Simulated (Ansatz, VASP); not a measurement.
## SiC: VASP beside Ansatz

```
Si C
1.0
     0.00000    2.16668    2.16668
     2.16668    0.00000    2.16668
     2.16668    2.16668    0.00000
Si C
1 1
Cartesian
  0.0000 0.0000 0.0000
  1.0833 1.0833 1.0833
```

Alike in both runs: functional revPBE; dispersion D3(BJ); k mesh 7 × 7 × 7; no spin polarisation.

Ansatz relaxed the structure, and its values are those at the end. VASP's run is a single point on that final structure, the one shown.

|  | VASP | Ansatz |
| --- | --- | --- |
| version | VASP 6.6.1 | Ansatz 0.2.0 |
| potentials or method | VASP PAW PBE potentials, release 64 (Si, C), cutoff 600 eV | plane waves, PAW |
| occupations | gaussian, width 0.01 eV | fixed |
| valence electrons in the cell | 8 | 8 |

```csv
,VASP,Ansatz,Ansatz less VASP
pressure (GPa),-0.5,0.0,+0.58
```

VASP's potentials were made for PBE, not for revPBE.
